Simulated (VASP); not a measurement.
Here is a VASP 6.6.1 calculation.

POSCAR

```
TaN
1.0
    0.0000000000      2.2287010763      2.2287010763
    2.2287010763      0.0000000000      2.2287010763
    2.2287010763      2.2287010763      0.0000000000
Ta N
1 1
Direct
    0.5000000000      0.5000000000      0.5000000000
    0.0000000000      0.0000000000      0.0000000000
```

Contents of INCAR.step1:

```
SYSTEM = TaN
PREC = Accurate ; ENCUT = 520
ISMEAR = 1 ; SIGMA = 0.1
LREAL = .FALSE. ; LASPH = .TRUE.
NELM = 60 ; NBANDS = 15
GGA = PE ; ALGO = Normal
EDIFF = 1E-4 ; LWAVE = .TRUE.
LCHARG = .FALSE.
```

The input INCAR.step2:

```
SYSTEM = TaN
PREC = Accurate ; ENCUT = 520
EDIFF = 1E-7 ; ISMEAR = 1
SIGMA = 0.1 ; LREAL = .FALSE.
LASPH = .TRUE. ; NELM = 60
ALGO = Normal ; ISIF = 2
LWAVE = .FALSE. ; LCHARG = .FALSE.
METAGGA = R2SCAN ; LMIXTAU = .TRUE.
NBANDS = 15 ; ISTART = 1
```

File KPOINTS:

```
Automatic mesh
0
G
  11 11 11
  0 0 0
```

Potentials or basis: VASP PAW PBE potentials, release 64 (Ta_pv, N).

Command:

```sh
$ cat potpaw_PBE.64/Ta_pv/POTCAR potpaw_PBE.64/N/POTCAR > POTCAR
$ cp INCAR.step1 INCAR
$ mpirun -np 1 vasp_std > vasp.out
$ cp INCAR.step2 INCAR
$ mpirun -np 1 vasp_std > vasp.out
```

(1) Estimate the band gap on the k mesh.

(2) Estimate the pressure.

Results:

(1) zero (band 8 reaches 10.80 eV, above the bottom of band 9 at 7.10 eV).

(2) -11.6 GPa.

Caveat: the PAW data sets were made with another functional, which shifts forces and pressure a little; spin-orbit coupling is left out, which moves the levels of the heavy elements.
